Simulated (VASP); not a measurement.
# Hg3Pt (Pm-3m) in VASP: further runs

The runs below take Hg3Pt through single point, with r2SCAN.

All numbers are computed with VASP 6.6.1; they aren't measurements. Logs are shortened: lines on timing, memory, paths and dates and some standing lists are left out, and cuts for length are marked.

## 1. The cell of the first run

It takes space group Pm-3m (No. 221, cubic). The conventional cell has a = 4.344 Å, b = 4.344 Å, c = 4.344 Å, α = 90.00°, β = 90.00°, γ = 90.00°. Hg (site symmetry 4/mmm) has 8 Hg at 3.07 Å and 4 Pt at 3.07 Å within 4.0 Å. Pt (site symmetry m-3m) has 12 Hg at 3.07 Å within 4.0 Å.

## 2. Single point, r2SCAN

POSCAR reads:

```
Hg3Pt
1.0
    4.3442210000      0.0000000000      0.0000000000
    0.0000000000      4.3442210000      0.0000000000
    0.0000000000      0.0000000000      4.3442210000
Hg Pt
3 1
Direct
    0.0000000000      0.5000000000      0.5000000000
    0.5000000000      0.0000000000      0.5000000000
    0.5000000000      0.5000000000      0.0000000000
    0.0000000000      0.0000000000      0.0000000000
```

INCAR.step1 reads:

```
SYSTEM = Hg3Pt
ALGO     = Normal         ! electronic algorithm
EDIFF    = 1E-4           ! SCF threshold, eV
ENCUT    = 520            ! plane-wave cutoff, eV
GGA      = PE             ! functional
ISMEAR   = 0              ! smearing method
LASPH    = .True.         ! aspherical terms in the spheres
LCHARG   = .False.        ! write CHGCAR
LREAL    = .False.        ! projectors in reciprocal space
LWAVE    = .True.         ! write WAVECAR
NBANDS   = 31             ! bands
NELM     = 80             ! most SCF steps
PREC     = Accurate       ! precision mode
SIGMA    = 0.5            ! smearing width, eV
```

INCAR.step2 reads:

```
SYSTEM = Hg3Pt
ALGO     = Normal         ! electronic algorithm
EDIFF    = 1E-7           ! SCF threshold, eV
ENCUT    = 520            ! plane-wave cutoff, eV
ISIF     = 2              ! what is computed and relaxed
ISMEAR   = 0              ! smearing method
ISTART   = 1            
LASPH    = .True.         ! aspherical terms in the spheres
LCHARG   = .False.        ! write CHGCAR
LMIXTAU  = .True.       
LREAL    = .False.        ! projectors in reciprocal space
LWAVE    = .False.        ! write WAVECAR
METAGGA  = R2SCAN         ! meta-GGA
NBANDS   = 31             ! bands
NELM     = 80             ! most SCF steps
PREC     = Accurate       ! precision mode
SIGMA    = 0.5            ! smearing width, eV
```

KPOINTS reads:

```
k-points
0
Gamma
  5 5 5
  0 0 0
```

Potentials or basis: VASP PAW PBE potentials, release 64 (Hg, Pt).

Run with:

```bash
$ cat potpaw_PBE.64/Hg/POTCAR potpaw_PBE.64/Pt/POTCAR > POTCAR
$ cp INCAR.step1 INCAR
$ mpirun -np 1 vasp_std > vasp.out
$ cp INCAR.step2 INCAR
$ mpirun -np 1 vasp_std > vasp.out
```

OUTCAR:

```text
SYSTEM = Hg3Pt
   EDIFF = 1E-7
   ENCUT = 520
   ISIF = 2
   ISMEAR = 0
   ISTART = 1
   LASPH = .True.
   LREAL = .False.
   METAGGA = R2SCAN
   NELM = 80
   PREC = Accurate

 ion  position               nearest neighbor table
   1  0.000  0.500  0.500-   2 3.07   3 3.07   4 3.07   3 3.07   4 3.07   2 3.07   4 3.07   4 3.07
                             2 3.07   3 3.07   3 3.07   2 3.07
   2  0.500  0.000  0.500-   1 3.07   3 3.07   4 3.07   3 3.07   4 3.07   1 3.07   3 3.07   3 3.07
                             1 3.07   4 3.07   4 3.07   1 3.07
   3  0.500  0.500  0.000-   1 3.07   2 3.07   4 3.07   1 3.07   2 3.07   2 3.07   4 3.07   2 3.07
                             1 3.07   4 3.07   1 3.07   4 3.07
   4  0.000  0.000  0.000-   1 3.07   2 3.07   3 3.07   1 3.07   2 3.07   1 3.07   3 3.07   1 3.07
                             2 3.07   3 3.07   2 3.07   3 3.07

  LATTYP: Found a simple cubic cell.
 ALAT       =     4.3442210000

  Lattice vectors:

 A1 = (   4.3442210000,   0.0000000000,   0.0000000000)
 A2 = (   0.0000000000,   4.3442210000,   0.0000000000)
 A3 = (   0.0000000000,   0.0000000000,   4.3442210000)

Analysis of symmetry for initial positions (statically):
=====================================================================
 Subroutine PRICEL returns:
 Original cell was already a primitive cell.

 Routine SETGRP: Setting up the symmetry group for a
 simple cubic supercell.

 Subroutine GETGRP returns: Found 48 space group operations
 (whereof 48 operations were pure point group operations)
 out of a pool of 48 trial point group operations.

The static configuration has the point symmetry O_h .

Analysis of symmetry for dynamics (positions and initial velocities):
=====================================================================
 Subroutine PRICEL returns:
 Original cell was already a primitive cell.

 Routine SETGRP: Setting up the symmetry group for a
 simple cubic supercell.

 Subroutine GETGRP returns: Found 48 space group operations
 (whereof 48 operations were pure point group operations)
 out of a pool of 48 trial point group operations.

The dynamic configuration has the point symmetry O_h .

 Subroutine INISYM returns: Found 48 space group operations
 (whereof 48 operations are pure point group operations),
 and found     1 'primitive' translations

[... 82 lines left out ...]
   NELM   =     80;   NELMIN=  2; NELMDL=  0     # of ELM steps
   EDIFF  = 0.1E-06   stopping-criterion for ELM
   LREAL  =      F    real-space projection
   EDIFFG = 0.1E-05   stopping-criterion for IOM
   NSW    =      0    number of steps for IOM
   IBRION =     -1    ionic relax: 0-MD 1-quasi-New 2-CG
   NFREE  =      0    steps in history (QN), initial steepest desc. (CG)
   ISIF   =      2    stress and relaxation
   ISYM   =      2    0-nonsym 1-usesym 2-fastsym
   POTIM  = 0.5000    time-step for ionic-motion
   TEBEG  =    0.0;   TEEND  =   0.0 temperature during run
   PSTRESS=    0.0 pullay stress
   NELECT =      46.0000    total number of electrons
   NUPDOWN=      -1.0000    fix difference up-down
   EMIN   =  10.00;   EMAX   =-10.00  energy-range for DOS
   EFERMI =   0.00;   METHOD = LEGACY
   ISMEAR =     0;   SIGMA  =   0.50  broadening in eV -4-tet -1-fermi 0-gaus
   EFERMI_NEDOS =   21; number of points for ismear=-14 and -15
   IALGO  =     38    algorithm
   IMIX   =      4    mixing-type and parameters
     AMIX     =   0.40;   BMIX     =  1.00
     AMIX_MAG =   1.60;   BMIX_MAG =  1.00
  volume/ion in A,a.u.               =      20.50       138.32
  Fermi-wavevector in a.u.,A,eV,Ry     =   1.350254  2.551610 24.805956  1.823186
  Thomas-Fermi vector in A             =   2.477774
   LORBIT       =      0    0 simple, 1 ext, 2 COOP (PROOUT), +10 PAW based schemes
   METAGGA = R2SCAN    functional components
   LHFCALC =     F    Hartree Fock is set to
   AEXX    =    0.0000 exact exchange contribution
   IVDW    =     0    specifies the selected vdW correction
   LEPSILON=     F    determine dielectric tensor
   LRPA    =     F    only Hartree local field effects (RPA)
 non-spin polarized calculation
 Gauss-broadening in eV      SIGMA  =   0.50
  energy-cutoff  :      520.00
  volume of cell :       81.99
 maximum number of plane-waves:      2230
   NGX = 17   NGY = 17   NGZ = 17

 number of electron      45.9999994 magnetization

 Free energy of the ion-electron system (eV)
  ---------------------------------------------------
  ext. energy  EPLUGINS =         0.00000000
  ---------------------------------------------------
  free energy    TOTEN  =      -198.91449761 eV

  energy without entropy =     -198.69658427  energy(sigma->0) =     -198.80554094

 E-fermi :   4.5991     XC(G=0): -12.4414

 val. band max:        4.5668951661   @ k =   0.4000   0.2000   0.0000
 cond. band min:       4.8191957210   @ k =   0.4000   0.2000   0.2000
 fundamental gap:      0.2523005549
 Fermi energy:         4.5990574353

 k-point     1 :       0.0000    0.0000    0.0000
  band No.  band energies     occupation
      1      -5.5214      2.00000
      2      -4.4895      2.00000
      3      -4.2472      2.00000
      4      -4.2472      2.00000
      5      -4.2472      2.00000
      6      -3.9484      2.00000
[... 329 lines left out ...]
     30      17.2208      0.00000
     31      17.9179      0.00000

------------------------ aborting loop because EDIFF is reached ----------------------------------------

  FORCE on cell =-STRESS in cart. coord.  units (eV):
  Direction    XX          YY          ZZ          XY          YZ          ZX
  --------------------------------------------------------------------------------------
  -------------------------------------------------------------------------------------
  Total       -1.3654563     -1.3654563     -1.3654563     -0.0000000      0.0000000     -0.0000000
  in kB      -26.6841060    -26.6841060    -26.6841060     -0.0000000      0.0000000     -0.0000000
  external PRESSURE =     -26.6841060 kB  Pullay stress =       0.0000000 kB

 VOLUME and BASIS-vectors are now :
 -----------------------------------------------------------------------------
  energy-cutoff  :      520.00
  volume of cell :       81.99
      direct lattice vectors                 reciprocal lattice vectors
     4.344221000  0.000000000  0.000000000     0.230190867  0.000000000  0.000000000
     0.000000000  4.344221000  0.000000000     0.000000000  0.230190867  0.000000000
     0.000000000  0.000000000  4.344221000     0.000000000  0.000000000  0.230190867

 POSITION                                       TOTAL-FORCE (eV/Angst)
 -----------------------------------------------------------------------------------
      0.00000      2.17211      2.17211         0.000000      0.000000      0.000000
      2.17211      0.00000      2.17211         0.000000      0.000000      0.000000
      2.17211      2.17211      0.00000         0.000000      0.000000      0.000000
      0.00000      0.00000      0.00000         0.000000      0.000000      0.000000
 -----------------------------------------------------------------------------------
    total drift:                                0.000000     -0.000000     -0.000000

  FREE ENERGIE OF THE ION-ELECTRON SYSTEM (eV)
  ---------------------------------------------------
  free  energy   TOTEN  =      -198.9144976123 eV

  energy  without entropy=     -198.6965842652  energy(sigma->0) =     -198.80554094
```

OUTCAR.step1:

```text
SYSTEM = Hg3Pt
   EDIFF = 1E-4
   ENCUT = 520
   GGA = PE
   ISMEAR = 0
[... 555 lines left out ...]
      0.00000      2.17211      2.17211         0.000000      0.000000      0.000000
      2.17211      0.00000      2.17211         0.000000      0.000000      0.000000
      2.17211      2.17211      0.00000         0.000000      0.000000      0.000000
      0.00000      0.00000      0.00000         0.000000      0.000000      0.000000
 -----------------------------------------------------------------------------------
    total drift:                                0.000000     -0.000000     -0.000000

  FREE ENERGIE OF THE ION-ELECTRON SYSTEM (eV)
  ---------------------------------------------------
  free  energy   TOTEN  =        -5.8955436436 eV

  energy  without entropy=       -5.6697302331  energy(sigma->0) =       -5.78263694
```

OSZICAR.step1:

```text
N       E                     dE             d eps       ncg     rms          rms(c)
DAV:   1     0.375158183073E+03    0.37516E+03   -0.23421E+04   620   0.146E+03
DAV:   2     0.522018689679E+01   -0.36994E+03   -0.35063E+03   655   0.380E+02
DAV:   3    -0.638186914057E+01   -0.11602E+02   -0.11427E+02   711   0.728E+01
DAV:   4    -0.644340935316E+01   -0.61540E-01   -0.61506E-01   697   0.462E+00
DAV:   5    -0.644384508186E+01   -0.43573E-03   -0.43572E-03   718   0.446E-01    0.109E+01
DAV:   6    -0.598499210521E+01    0.45885E+00   -0.16687E+00   706   0.122E+01    0.910E+00
DAV:   7    -0.592120568967E+01    0.63786E-01   -0.48847E-01   655   0.392E+00    0.491E+00
DAV:   8    -0.589692066067E+01    0.24285E-01   -0.10984E-01   669   0.251E+00    0.124E+00
DAV:   9    -0.589563679864E+01    0.12839E-02   -0.14250E-02   676   0.121E+00    0.225E-01
DAV:  10    -0.589554364365E+01    0.93155E-04   -0.35941E-04   554   0.114E-01
   1 F= -.58955436E+01 E0= -.57826369E+01  d E =-.225813E+00
```

Wall time 57 s (1 thread of AMD EPYC 9R45 (Zen 5), shared host); peak memory 0.16 GiB.

Results:

```
Free energy            : -198.9145 eV
Pressure               : -2.7 GPa
Band gap on the k mesh : zero (band 23 reaches 5.68 eV, above the bottom of band 24 at 3.62 eV)
```

Caveat: the PAW data sets were made with another functional, which shifts forces and pressure a little; spin-orbit coupling is left out, which moves the levels of the heavy elements.

## 3. Single point, r2SCAN

POSCAR is that of step 2.

INCAR.step1 reads:

```
SYSTEM = Hg3Pt
PREC = Accurate
ENCUT = 520
ISMEAR = 0
SIGMA = 0.3
LREAL = .False.
LASPH = .True.
NELM = 60
NBANDS = 31
GGA = PE
ALGO = Normal
EDIFF = 1E-4
LWAVE = .True.
LCHARG = .False.
```

INCAR.step2 reads:

```
SYSTEM = Hg3Pt
PREC = Accurate
ENCUT = 520
EDIFF = 1E-6
ISMEAR = 0
SIGMA = 0.3
LREAL = .False.
LASPH = .True.
NELM = 60
ALGO = Normal
ISIF = 2
LWAVE = .False.
LCHARG = .False.
METAGGA = R2SCAN
LMIXTAU = .True.
NBANDS = 31
ISTART = 1
```

KPOINTS reads:

```
Automatic mesh
0
Gamma
  5 5 5
  0 0 0
```

Potentials or basis: VASP PAW PBE potentials, release 64 (Hg, Pt).

Run with:

```bash
$ cat potpaw_PBE.64/Hg/POTCAR potpaw_PBE.64/Pt/POTCAR > POTCAR
$ cp INCAR.step1 INCAR
$ mpirun -np 1 vasp_std > vasp.out
$ cp INCAR.step2 INCAR
$ mpirun -np 1 vasp_std > vasp.out
```

Wall time 48 s (1 thread of AMD EPYC 9R45 (Zen 5), shared host); peak memory 0.16 GiB.

It converged, with:

```yaml
Free_energy: -198.8404 eV
Pressure: -2.9 GPa
Band_gap_on_the_k_mesh: zero (band 23 reaches 5.67 eV, above the bottom of band 24 at 3.63 eV)
```

Levels at points of the mesh, in eV from the Fermi level:
| k point | band 19 | band 20 | band 21 | band 22 | band 23 | band 24 | band 25 | band 26 | band 27 | band 28 |
| --- | --- | --- | --- | --- | --- | --- | --- | --- | --- | --- |
| (0.00, 0.00, 0.00) | -1.64 | -1.64 | -1.64 | -0.03 | -0.03 | -0.03 | 2.12 | 2.12 | 3.34 | 7.99 |

Caveat: the PAW data sets were made with another functional, which shifts forces and pressure a little; spin-orbit coupling is left out, which moves the levels of the heavy elements.

## 4. Single point, r2SCAN

POSCAR is that of step 3.

INCAR.step1 reads:

```
SYSTEM = Hg3Pt
ALGO = Normal
EDIFF = 1E-4
ENCUT = 520
GGA = PE
ISMEAR = 0
LASPH = .TRUE.
LCHARG = .FALSE.
LREAL = .FALSE.
LWAVE = .TRUE.
NBANDS = 31
NELM = 100
PREC = Accurate
SIGMA = 0.2
```

INCAR.step2 reads:

```
SYSTEM = Hg3Pt
ALGO = Normal
EDIFF = 1E-7
ENCUT = 520
ISIF = 2
ISMEAR = 0
ISTART = 1
LASPH = .TRUE.
LCHARG = .FALSE.
LMIXTAU = .TRUE.
LREAL = .FALSE.
LWAVE = .FALSE.
METAGGA = R2SCAN
NBANDS = 31
NELM = 100
PREC = Accurate
SIGMA = 0.2
```

KPOINTS reads:

```
k-points
0
G
  5 5 5
  0 0 0
```

Run with:

```bash
$ cat potpaw_PBE.64/Hg/POTCAR potpaw_PBE.64/Pt/POTCAR > POTCAR
$ cp INCAR.step1 INCAR
$ mpirun -np 1 vasp_std > vasp.out
$ cp INCAR.step2 INCAR
$ mpirun -np 1 vasp_std > vasp.out
```

It took 51 s on 1 thread of AMD EPYC 9R45 (Zen 5), shared host; peak memory 0.16 GiB.

It converged, with:

```yaml
Free_energy: -198.8133 eV
Pressure: -3.1 GPa
Band_gap_on_the_k_mesh: zero (band 23 reaches 5.67 eV, above the bottom of band 24 at 3.63 eV)
```

Levels at points of the mesh, in eV from the Fermi level:
```csv
k point,band 21,band 22,band 23,band 24,band 25,band 26
"(0.00, 0.00, 0.00)",-1.62,-0.02,-0.02,-0.02,2.13,2.13
```

Caveat: the PAW data sets were made with another functional, which shifts forces and pressure a little; spin-orbit coupling is left out, which moves the levels of the heavy elements.

## 5. Single point, r2SCAN

POSCAR is that of step 4.

INCAR.step1 reads:

```
PREC = Accurate ; ENCUT = 520
ISMEAR = 0 ; SIGMA = 0.1
LREAL = False ; LASPH = True
NELM = 60 ; NBANDS = 31
GGA = PE ; ALGO = Normal
EDIFF = 1E-4 ; LWAVE = True
LCHARG = False
```

INCAR.step2 reads:

```
PREC = Accurate ; ENCUT = 520
EDIFF = 1E-7 ; ISMEAR = 0
SIGMA = 0.1 ; LREAL = False
LASPH = True ; NELM = 60
ALGO = Normal ; ISIF = 2
LWAVE = False ; LCHARG = True
METAGGA = R2SCAN ; LMIXTAU = True
LELF = True ; LVHAR = True
NBANDS = 31 ; ISTART = 1
```

KPOINTS reads:

```
regular mesh
0
Gamma
  5 5 5
```

Potentials or basis: VASP PAW PBE potentials, release 64 (Hg, Pt).

Run with:

```bash
$ cat potpaw_PBE.64/Hg/POTCAR potpaw_PBE.64/Pt/POTCAR > POTCAR
$ cp INCAR.step1 INCAR
$ mpirun -np 1 vasp_std > vasp.out
$ cp INCAR.step2 INCAR
$ mpirun -np 1 vasp_std > vasp.out
```

OUTCAR:

```text
PREC = Accurate
   ENCUT = 520
   EDIFF = 1E-7
   ISMEAR = 0
   LREAL = False
   LASPH = True
   NELM = 60
   ISIF = 2
   METAGGA = R2SCAN
   ISTART = 1

 ion  position               nearest neighbor table
   1  0.000  0.500  0.500-   2 3.07   3 3.07   4 3.07   3 3.07   4 3.07   2 3.07   4 3.07   4 3.07
                             2 3.07   3 3.07   3 3.07   2 3.07
   2  0.500  0.000  0.500-   1 3.07   3 3.07   4 3.07   3 3.07   4 3.07   1 3.07   3 3.07   3 3.07
                             1 3.07   4 3.07   4 3.07   1 3.07
   3  0.500  0.500  0.000-   1 3.07   2 3.07   4 3.07   1 3.07   2 3.07   2 3.07   4 3.07   2 3.07
                             1 3.07   4 3.07   1 3.07   4 3.07
   4  0.000  0.000  0.000-   1 3.07   2 3.07   3 3.07   1 3.07   2 3.07   1 3.07   3 3.07   1 3.07
                             2 3.07   3 3.07   2 3.07   3 3.07

  LATTYP: Found a simple cubic cell.
 ALAT       =     4.3442210000

  Lattice vectors:

 A1 = (   4.3442210000,   0.0000000000,   0.0000000000)
 A2 = (   0.0000000000,   4.3442210000,   0.0000000000)
 A3 = (   0.0000000000,   0.0000000000,   4.3442210000)

Analysis of symmetry for initial positions (statically):
[... 160 lines left out ...]
  energy without entropy =     -198.77888098  energy(sigma->0) =     -198.78650376

 E-fermi :   4.5570     XC(G=0): -12.4460

 val. band max:        4.4454742225   @ k =   0.4000   0.4000   0.2000
 cond. band min:       4.5577499717   @ k =   0.0000   0.0000   0.0000
 fundamental gap:      0.1122757492
 Fermi energy:         4.5569670159

 k-point     1 :       0.0000    0.0000    0.0000
  band No.  band energies     occupation
      1      -5.5284      2.00000
      2      -4.4982      2.00000
      3      -4.2583      2.00000
      4      -4.2583      2.00000
      5      -4.2583      2.00000
      6      -3.9583      2.00000
[... 329 lines left out ...]
     30      17.2178      0.00000
     31      17.9137      0.00000

------------------------ aborting loop because EDIFF is reached ----------------------------------------

  FORCE on cell =-STRESS in cart. coord.  units (eV):
  Direction    XX          YY          ZZ          XY          YZ          ZX
  --------------------------------------------------------------------------------------
  -------------------------------------------------------------------------------------
  Total       -1.6204622     -1.6204622     -1.6204622     -0.0000000     -0.0000000     -0.0000000
  in kB      -31.6674981    -31.6674981    -31.6674981     -0.0000000     -0.0000000     -0.0000000
  external PRESSURE =     -31.6674981 kB  Pullay stress =       0.0000000 kB

 VOLUME and BASIS-vectors are now :
 -----------------------------------------------------------------------------
  energy-cutoff  :      520.00
  volume of cell :       81.99
      direct lattice vectors                 reciprocal lattice vectors
     4.344221000  0.000000000  0.000000000     0.230190867  0.000000000  0.000000000
     0.000000000  4.344221000  0.000000000     0.000000000  0.230190867  0.000000000
     0.000000000  0.000000000  4.344221000     0.000000000  0.000000000  0.230190867

 POSITION                                       TOTAL-FORCE (eV/Angst)
 -----------------------------------------------------------------------------------
      0.00000      2.17211      2.17211         0.000000      0.000000      0.000000
      2.17211      0.00000      2.17211         0.000000      0.000000      0.000000
      2.17211      2.17211      0.00000         0.000000      0.000000      0.000000
      0.00000      0.00000      0.00000         0.000000      0.000000      0.000000
 -----------------------------------------------------------------------------------
    total drift:                                0.000000     -0.000000     -0.000000

  FREE ENERGIE OF THE ION-ELECTRON SYSTEM (eV)
  ---------------------------------------------------
  free  energy   TOTEN  =      -198.7941265334 eV

  energy  without entropy=     -198.7788809839  energy(sigma->0) =     -198.78650376
```

Wall time 52 s (1 thread of AMD EPYC 9R45 (Zen 5), shared host); peak memory 0.16 GiB.

Results:

- Free energy: -198.7941 eV
- Pressure: -3.2 GPa
- Band gap on the k mesh: zero (band 23 reaches 5.67 eV, above the bottom of band 24 at 3.63 eV)

Caveat: the PAW data sets were made with another functional, which shifts forces and pressure a little; spin-orbit coupling is left out, which moves the levels of the heavy elements.

## 6. Overview

| smearing | gap on the mesh (eV) | pressure (GPa) |
| --- | --- | --- |
| gaussian 0.5 eV | none | -2.7 |
| gaussian 0.3 eV | none | -2.9 |
| gaussian 0.2 eV | none | -3.1 |
| gaussian 0.1 eV | none | -3.2 |

Alike in all rows: task single point; level r2SCAN; potentials or basis VASP PAW PBE potentials, release 64 (Hg, Pt); no spin polarisation; cell as given; k mesh 5 × 5 × 5; cutoff (eV) 520.

Every run on the cell as given and a fine mesh finds a metal.

Caveats: the PAW data sets were made with another functional, which shifts forces and pressure a little; spin-orbit coupling is left out, which moves the levels of the heavy elements.

Total energies depend on the potentials used, so only differences within one code and one set of settings carry meaning.
